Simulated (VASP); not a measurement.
# HfB (R-3m) in VASP: further runs, part 2 of 2

VASP 6.6.1.

## Step 4: Single point, PBE

This run uses another cell than the first one, of the same volume but with other edges.

INCAR reads:

```
SYSTEM = HfB
ALGO = Normal
EDIFF = 1E-6
ENCUT = 520
GGA = PE
ISIF = 2
ISMEAR = 0
LASPH = .TRUE.
LCHARG = .FALSE.
LREAL = .FALSE.
LWAVE = .FALSE.
NBANDS = 14
NELM = 100
PREC = Accurate
SIGMA = 0.15
```

KPOINTS reads:

```
k-points
0
G
  20 20 20
  0 0 0
```

POSCAR reads:

```
HfB
1.0
    0.2898390969      2.4636323236      2.4636323236
    2.4636323236      0.2898390969      2.4636323236
    2.4636323236      2.4636323236      0.2898390969
Hf B
1 1
Direct
    0.5000000000      0.5000000000      0.5000000000
    0.0000000000      0.0000000000      0.0000000000
```

Potentials or basis: VASP PAW PBE potentials, release 64 (Hf_pv, B).

Run with:

```bash
$ cat potpaw_PBE.64/Hf_pv/POTCAR potpaw_PBE.64/B/POTCAR > POTCAR
$ mpirun -np 1 vasp_std > vasp.out
```

OUTCAR:

```text
SYSTEM = HfB
   EDIFF = 1E-6
   ENCUT = 520
   GGA = PE
   ISIF = 2
   ISMEAR = 0
   LASPH = .TRUE.
   LREAL = .FALSE.
   NELM = 100
   PREC = Accurate

 ion  position               nearest neighbor table
   1  0.500  0.500  0.500-   2 2.33   2 2.33   2 2.33   2 2.33   2 2.33   2 2.33
   2  0.000  0.000  0.000-   1 2.33   1 2.33   1 2.33   1 2.33   1 2.33   1 2.33

  LATTYP: Found a trigonal (rhomboedric) cell.
 ALAT       =     3.4961371761
 COS(alpha) =     0.6134020619

  Lattice vectors:

 A1 = (   0.2898390969,   2.4636323236,   2.4636323236)
 A2 = (   2.4636323236,   0.2898390969,   2.4636323236)
 A3 = (   2.4636323236,   2.4636323236,   0.2898390969)

Analysis of symmetry for initial positions (statically):
=====================================================================
 Subroutine PRICEL returns:
 Original cell was already a primitive cell.

 Routine SETGRP: Setting up the symmetry group for a
 trigonal (rhombohedral) supercell.

 Subroutine GETGRP returns: Found 12 space group operations
 (whereof 12 operations were pure point group operations)
 out of a pool of 12 trial point group operations.

The static configuration has the point symmetry D_3d.

Analysis of symmetry for dynamics (positions and initial velocities):
=====================================================================
 Subroutine PRICEL returns:
 Original cell was already a primitive cell.

 Routine SETGRP: Setting up the symmetry group for a
 trigonal (rhombohedral) supercell.

 Subroutine GETGRP returns: Found 12 space group operations
 (whereof 12 operations were pure point group operations)
 out of a pool of 12 trial point group operations.

The dynamic configuration has the point symmetry D_3d.

 Subroutine INISYM returns: Found 12 space group operations
 (whereof 12 operations are pure point group operations),
 and found     1 'primitive' translations

----------------------------------------------------------------------------------------

                                     Primitive cell

  volume of cell :      24.6528

  direct lattice vectors                    reciprocal lattice vectors
     0.289839097  2.463632324  2.463632324    -0.242791159  0.217234195  0.217234195
     2.463632324  0.289839097  2.463632324     0.217234195 -0.242791159  0.217234195
     2.463632324  2.463632324  0.289839097     0.217234195  0.217234195 -0.242791159

  length of vectors
     3.496137176  3.496137176  3.496137176     0.391572392  0.391572392  0.391572392

  position of ions in fractional coordinates (direct lattice)
     0.500000000  0.500000000  0.500000000
     0.000000000  0.000000000  0.000000000

  ion indices of the primitive-cell ions
   primitive index   ion index
                 1           1
                 2           2

----------------------------------------------------------------------------------------

 KPOINTS: k-points

Automatic generation of k-mesh.
 Grid dimensions read from file:
 generate k-points for:   20   20   20

 Generating k-lattice:

  Cartesian coordinates                     Fractional coordinates (reciprocal lattice)
    -0.012139558  0.010861710  0.010861710     0.050000000  0.000000000  0.000000000
     0.010861710 -0.012139558  0.010861710     0.000000000  0.050000000  0.000000000
     0.010861710  0.010861710 -0.012139558     0.000000000  0.000000000  0.050000000
[... 41 lines left out ...]
   total plane-waves  NPLWV =  21952
   dimension x,y,z NGX =    28 NGY =   28 NGZ =   28
   dimension x,y,z NGXF=    56 NGYF=   56 NGZF=   56
   ions per type =               1   1
   NGX,Y,Z   is equivalent  to a cutoff of  13.31, 13.31, 13.31 a.u.
   NGXF,Y,Z  is equivalent  to a cutoff of  26.63, 26.63, 26.63 a.u.
 SYSTEM =  HfB
   PREC   = accura    normal or accurate (medium, high low for compatibility)
   ISTART =      0    job   : 0-new  1-cont  2-samecut
   ICHARG =      2    charge: 1-file 2-atom 10-const
   ISPIN  =      1    spin polarized calculation?
   LNONCOLLINEAR =      F non collinear calculations
   LSORBIT =      F    spin-orbit coupling
   LASPH  =      T    aspherical Exc in radial PAW
   ENCUT  =  520.0 eV  38.22 Ry    6.18 a.u.   6.50  6.50  6.50*2*pi/ulx,y,z
   NELM   =    100;   NELMIN=  2; NELMDL= -5     # of ELM steps
   EDIFF  = 0.1E-05   stopping-criterion for ELM
   LREAL  =      F    real-space projection
   EDIFFG = 0.1E-04   stopping-criterion for IOM
   NSW    =      0    number of steps for IOM
   IBRION =     -1    ionic relax: 0-MD 1-quasi-New 2-CG
   NFREE  =      0    steps in history (QN), initial steepest desc. (CG)
   ISIF   =      2    stress and relaxation
   ISYM   =      2    0-nonsym 1-usesym 2-fastsym
   POTIM  = 0.5000    time-step for ionic-motion
   TEBEG  =    0.0;   TEEND  =   0.0 temperature during run
   PSTRESS=    0.0 pullay stress
   NELECT =      13.0000    total number of electrons
   NUPDOWN=      -1.0000    fix difference up-down
   EMIN   =  10.00;   EMAX   =-10.00  energy-range for DOS
   EFERMI =   0.00;   METHOD = LEGACY
   ISMEAR =     0;   SIGMA  =   0.15  broadening in eV -4-tet -1-fermi 0-gaus
   EFERMI_NEDOS =   21; number of points for ismear=-14 and -15
   IALGO  =     38    algorithm
   IMIX   =      4    mixing-type and parameters
     AMIX     =   0.40;   BMIX     =  1.00
     AMIX_MAG =   1.60;   BMIX_MAG =  1.00
  volume/ion in A,a.u.               =      12.33        83.18
  Fermi-wavevector in a.u.,A,eV,Ry     =   1.322617  2.499383 23.800871  1.749315
  Thomas-Fermi vector in A             =   2.452285
   LORBIT       =      0    0 simple, 1 ext, 2 COOP (PROOUT), +10 PAW based schemes
   GGA     = PE    functional components
   LHFCALC =     F    Hartree Fock is set to
   AEXX    =    0.0000 exact exchange contribution
   IVDW    =     0    specifies the selected vdW correction
   LEPSILON=     F    determine dielectric tensor
   LRPA    =     F    only Hartree local field effects (RPA)
 non-spin polarized calculation
 Gauss-broadening in eV      SIGMA  =   0.15
  energy-cutoff  :      520.00
  volume of cell :       24.65
 maximum number of plane-waves:       686
 NGX is ok and might be reduce to    28

 number of electron      12.9999999 magnetization

 Free energy of the ion-electron system (eV)
  ---------------------------------------------------
  ext. energy  EPLUGINS =         0.00000000
  ---------------------------------------------------
  free energy    TOTEN  =       -16.91203220 eV

  energy without entropy =      -16.89827566  energy(sigma->0) =      -16.90515393

 E-fermi :   5.5260     XC(G=0): -12.3141

 val. band max:        5.5257844101   @ k =  -0.1000   0.0500   0.0500
 cond. band min:       5.5282919991   @ k =  -0.4000   0.4500   0.2500
 fundamental gap:      0.0025075891
 Fermi energy:         5.5259713787

 k-point     1 :       0.0000    0.0000    0.0000
  band No.  band energies     occupation
      1     -23.3776      2.00000
      2     -23.0411      2.00000
      3     -23.0411      2.00000
      4      -4.4489      2.00000
      5       5.5644      0.71744
      6       7.9550      0.00000
      7       7.9550      0.00000
      8       7.9736      0.00000
      9       9.8567      0.00000
     10       9.8567      0.00000
     11       9.9013      0.00000
     12       9.9013      0.00000
     13      17.2636      0.00000
     14      18.6080      0.00000
[... 377 lines left out ...]
      1     -23.8751      2.00000
      2     -23.3422      2.00000
      3     -23.2150      2.00000
      4      -1.0941      2.00000
      5       2.6622      2.00000
      6       3.1664      2.00000
      7       4.9879      2.00000
      8       8.7595      0.00000
      9      11.0217      0.00000
     10      12.4204      0.00000
     11      16.6431      0.00000
     12      17.1223      0.00000
     13      18.6818      0.00000
     14      20.1134      0.00000

 [... further k-points ...]

------------------------ aborting loop because EDIFF is reached ----------------------------------------

  FORCE on cell =-STRESS in cart. coord.  units (eV):
  Direction    XX          YY          ZZ          XY          YZ          ZX
  --------------------------------------------------------------------------------------
  -------------------------------------------------------------------------------------
  Total        4.7232873      4.7232873      4.7232873     -1.3369082     -1.3369082     -1.3369082
  in kB      306.9651042    306.9651042    306.9651042    -86.8852875    -86.8852875    -86.8852875
  external PRESSURE =     306.9651042 kB  Pullay stress =       0.0000000 kB

 VOLUME and BASIS-vectors are now :
 -----------------------------------------------------------------------------
  energy-cutoff  :      520.00
  volume of cell :       24.65
      direct lattice vectors                 reciprocal lattice vectors
     0.289839097  2.463632324  2.463632324    -0.242791159  0.217234195  0.217234195
     2.463632324  0.289839097  2.463632324     0.217234195 -0.242791159  0.217234195
     2.463632324  2.463632324  0.289839097     0.217234195  0.217234195 -0.242791159

 POSITION                                       TOTAL-FORCE (eV/Angst)
 -----------------------------------------------------------------------------------
      2.60855      2.60855      2.60855         0.000000     -0.000000      0.000000
      0.00000      0.00000      0.00000        -0.000000      0.000000     -0.000000
 -----------------------------------------------------------------------------------
    total drift:                                0.000000      0.000000      0.000000

  FREE ENERGIE OF THE ION-ELECTRON SYSTEM (eV)
  ---------------------------------------------------
  free  energy   TOTEN  =       -16.9120322006 eV

  energy  without entropy=      -16.8982756577  energy(sigma->0) =      -16.90515393
```

OSZICAR:

```text
N       E                     dE             d eps       ncg     rms          rms(c)
DAV:   1     0.223400825234E+02    0.22340E+02   -0.70562E+03 21916   0.875E+02
DAV:   2    -0.175027502373E+02   -0.39843E+02   -0.37887E+02 27450   0.193E+02
DAV:   3    -0.184750112489E+02   -0.97226E+00   -0.96612E+00 27430   0.209E+01
DAV:   4    -0.184782727269E+02   -0.32615E-02   -0.32613E-02 25212   0.150E+00
DAV:   5    -0.184782892959E+02   -0.16569E-04   -0.16569E-04 27772   0.959E-02    0.660E+01
DAV:   6    -0.169703623567E+02    0.15079E+01   -0.28373E+00 26728   0.983E+00    0.421E+01
DAV:   7    -0.169355435716E+02    0.34819E-01   -0.61111E-01 30334   0.508E+00    0.832E+00
DAV:   8    -0.169125045354E+02    0.23039E-01   -0.75054E-02 23908   0.158E+00    0.784E-01
DAV:   9    -0.169120949614E+02    0.40957E-03   -0.60659E-03 28864   0.525E-01    0.129E-01
DAV:  10    -0.169120324227E+02    0.62539E-04   -0.33641E-04 24240   0.109E-01    0.383E-02
DAV:  11    -0.169120320987E+02    0.32398E-06   -0.17061E-05 28264   0.278E-02    0.165E-02
DAV:  12    -0.169120322006E+02   -0.10195E-06   -0.77871E-07 20176   0.726E-03
   1 F= -.16912032E+02 E0= -.16905154E+02  d E =-.137565E-01
```

It took 3.8 min on 1 thread of Intel Xeon 6975P-C, shared host; peak memory 0.4 GiB.

What came out:

- Free energy: -16.9120 eV
- Pressure: 30.7 GPa

Levels at points of the mesh, in eV from the Fermi level:
```
           k point  band 3  band 4  band 5  band 6  band 7  band 8  band 9  band 10  band 11  band 12
(0.00, 0.00, 0.00)  -28.57   -9.97    0.04    2.43    2.43    2.45    4.33     4.33     4.38     4.38
(0.50, 0.00, 0.00)  -28.75   -5.30   -4.09   -2.91   -0.89    3.79    7.74     7.87     8.95    11.96
(0.50, 0.50, 0.00)  -28.83   -7.01   -1.56   -1.42    1.47    2.80    5.51     6.20     8.16    10.43
(0.50, 0.50, 0.50)  -28.59   -5.65   -5.52   -0.41   -0.41    5.52    5.52     5.76     9.54    12.56
```

Caveat: spin-orbit coupling is left out, which moves the levels of the heavy elements.

## Step 5: Single point, PBE

This run uses another cell than the first one, of the same volume but with other edges.

INCAR reads:

```
PREC = Accurate
ENCUT = 520
EDIFF = 1E-6
ISMEAR = 0
SIGMA = 0.15
LREAL = F
LASPH = T
NELM = 100
ALGO = Normal
ISIF = 2
LWAVE = F
LCHARG = F
GGA = PE
NBANDS = 14
```

KPOINTS reads:

```
Automatic mesh
0
Gamma
  20 20 20
```

POSCAR reads:

```
HfB
1.0
    0.9032385268      2.8387496556      2.8387496556
    2.8387496556      0.9032385268      2.8387496556
    2.8387496556      2.8387496556      0.9032385268
Hf B
1 1
Direct
    0.5000000000      0.5000000000      0.5000000000
    0.0000000000      0.0000000000      0.0000000000
```

Potentials or basis: VASP PAW PBE potentials, release 64 (Hf_pv, B).

Run with:

```bash
$ cat potpaw_PBE.64/Hf_pv/POTCAR potpaw_PBE.64/B/POTCAR > POTCAR
$ mpirun -np 1 vasp_std > vasp.out
```

OUTCAR:

```text
PREC = Accurate
   ENCUT = 520
   EDIFF = 1E-6
   ISMEAR = 0
   LREAL = F
   LASPH = T
   NELM = 100
   ISIF = 2
   GGA = PE

 ion  position               nearest neighbor table
   1  0.500  0.500  0.500-   2 2.47   2 2.47   2 2.47   2 2.47   2 2.47   2 2.47
   2  0.000  0.000  0.000-   1 2.47   1 2.47   1 2.47   1 2.47   1 2.47   1 2.47

  LATTYP: Found a trigonal (rhomboedric) cell.
 ALAT       =     4.1149531043
 COS(alpha) =     0.7787610620

  Lattice vectors:

 A1 = (   0.9032385268,   2.8387496556,   2.8387496556)
 A2 = (   2.8387496556,   0.9032385268,   2.8387496556)
 A3 = (   2.8387496556,   2.8387496556,   0.9032385268)

Analysis of symmetry for initial positions (statically):
=====================================================================
 Subroutine PRICEL returns:
 Original cell was already a primitive cell.

 Routine SETGRP: Setting up the symmetry group for a
 trigonal (rhombohedral) supercell.

 Subroutine GETGRP returns: Found 12 space group operations
 (whereof 12 operations were pure point group operations)
 out of a pool of 12 trial point group operations.

The static configuration has the point symmetry D_3d.

Analysis of symmetry for dynamics (positions and initial velocities):
=====================================================================
 Subroutine PRICEL returns:
 Original cell was already a primitive cell.

 Routine SETGRP: Setting up the symmetry group for a
 trigonal (rhombohedral) supercell.

 Subroutine GETGRP returns: Found 12 space group operations
 (whereof 12 operations were pure point group operations)
 out of a pool of 12 trial point group operations.

The dynamic configuration has the point symmetry D_3d.

 Subroutine INISYM returns: Found 12 space group operations
 (whereof 12 operations are pure point group operations),
 and found     1 'primitive' translations

----------------------------------------------------------------------------------------
[... 121 lines left out ...]
   IVDW    =     0    specifies the selected vdW correction
   LEPSILON=     F    determine dielectric tensor
   LRPA    =     F    only Hartree local field effects (RPA)
 non-spin polarized calculation
 Gauss-broadening in eV      SIGMA  =   0.15
  energy-cutoff  :      520.00
  volume of cell :       24.65
 maximum number of plane-waves:       674
   NGX = 15   NGY = 15   NGZ = 15

 number of electron      13.0000000 magnetization

 Free energy of the ion-electron system (eV)
  ---------------------------------------------------
  ext. energy  EPLUGINS =         0.00000000
  ---------------------------------------------------
  free energy    TOTEN  =       -15.18769624 eV

  energy without entropy =      -15.17565124  energy(sigma->0) =      -15.18167374

 E-fermi :   6.2902     XC(G=0): -12.3411

 val. band max:        6.2818566168   @ k =  -0.4000  -0.4500   0.2000
 cond. band min:       6.2911809796   @ k =  -0.2500   0.1000   0.1000
 fundamental gap:      0.0093243628
 Fermi energy:         6.2902126892

 k-point     1 :       0.0000    0.0000    0.0000
  band No.  band energies     occupation
      1     -23.6340      2.00000
      2     -22.3811      2.00000
      3     -22.3811      2.00000
      4      -4.4910      2.00000
      5       3.0221      2.00000
      6       5.7453      2.00000
      7       8.4671      0.00000
      8       8.4671      0.00000
      9      12.5277      0.00000
     10      12.5277      0.00000
     11      12.5881      0.00000
     12      12.5881      0.00000
     13      18.4935      0.00000
     14      19.3157      0.00000
[... 377 lines left out ...]
      1     -24.3721      2.00000
      2     -23.2811      2.00000
      3     -22.8667      2.00000
      4      -0.8150      2.00000
      5       2.2746      2.00000
      6       3.6582      2.00000
      7       6.0272      1.98685
      8       7.8557      0.00000
      9      11.2885      0.00000
     10      14.7195      0.00000
     11      15.9327      0.00000
     12      16.7535      0.00000
     13      17.8041      0.00000
     14      18.4698      0.00000

 [... further k-points ...]

------------------------ aborting loop because EDIFF is reached ----------------------------------------

  FORCE on cell =-STRESS in cart. coord.  units (eV):
  Direction    XX          YY          ZZ          XY          YZ          ZX
  --------------------------------------------------------------------------------------
  -------------------------------------------------------------------------------------
  Total        5.1497510      5.1497510      5.1497510     -2.8143180     -2.8143180     -2.8143180
  in kB      334.6808594    334.6808594    334.6808594   -182.9017308   -182.9017308   -182.9017308
  external PRESSURE =     334.6808594 kB  Pullay stress =       0.0000000 kB

 VOLUME and BASIS-vectors are now :
 -----------------------------------------------------------------------------
  energy-cutoff  :      520.00
  volume of cell :       24.65
      direct lattice vectors                 reciprocal lattice vectors
     0.903238527  2.838749656  2.838749656    -0.293786712  0.222872678  0.222872678
     2.838749656  0.903238527  2.838749656     0.222872678 -0.293786712  0.222872678
     2.838749656  2.838749656  0.903238527     0.222872678  0.222872678 -0.293786712

 POSITION                                       TOTAL-FORCE (eV/Angst)
 -----------------------------------------------------------------------------------
      3.29037      3.29037      3.29037        -0.000000     -0.000000     -0.000000
      0.00000      0.00000      0.00000         0.000000      0.000000      0.000000
 -----------------------------------------------------------------------------------
    total drift:                                0.000000      0.000000      0.000000

  FREE ENERGIE OF THE ION-ELECTRON SYSTEM (eV)
  ---------------------------------------------------
  free  energy   TOTEN  =       -15.1876962410 eV

  energy  without entropy=      -15.1756512404  energy(sigma->0) =      -15.18167374
```

It took 5.2 min on 1 thread of Intel Xeon 6975P-C, shared host; peak memory 0.42 GiB.

Results:

```yaml
Free_energy: -15.1877 eV
Pressure: 33.5 GPa
```

Stress tensor (GPa, compression positive):
```
 33.47 -18.29 -18.29
-18.29  33.47 -18.29
-18.29 -18.29  33.47
```

Levels at points of the mesh, in eV from the Fermi level:
| k point | band 3 | band 4 | band 5 | band 6 | band 7 | band 8 | band 9 | band 10 |
| --- | --- | --- | --- | --- | --- | --- | --- | --- |
| (0.00, 0.00, 0.00) | -28.67 | -10.78 | -3.27 | -0.54 | 2.18 | 2.18 | 6.24 | 6.24 |
| (0.50, 0.00, 0.00) | -29.19 | -5.64 | -4.49 | -4.09 | -0.73 | 1.26 | 7.35 | 10.01 |
| (0.50, 0.50, 0.00) | -29.20 | -6.84 | -3.13 | -2.89 | 0.81 | 2.46 | 4.02 | 4.87 |
| (0.50, 0.50, 0.50) | -28.67 | -8.13 | -6.74 | 0.20 | 1.55 | 1.55 | 5.48 | 5.48 |

Caveat: spin-orbit coupling is left out, which moves the levels of the heavy elements.

## Step 6: The runs side by side

```tsv
cell	gap on the mesh (eV)	pressure (GPa)
a = 2.933 Å, angles 82.7°, 2 atoms	none	21.4
a = 3.113 Å, angles 67.3°, 2 atoms	none	30.4
a = 3.496 Å, angles 52.2°, 2 atoms	none	30.7
a = 4.115 Å, angles 38.9°, 2 atoms	none	33.5
```

Alike in all rows: task single point; level PBE; potentials or basis VASP PAW PBE potentials, release 64 (Hf_pv, B); no spin polarisation; k mesh 20 × 20 × 20; cutoff (eV) 520; smearing gaussian 0.15 eV.

Caveats: spin-orbit coupling is left out, which moves the levels of the heavy elements.

Absolute energies hang on the potentials; compare differences alone.
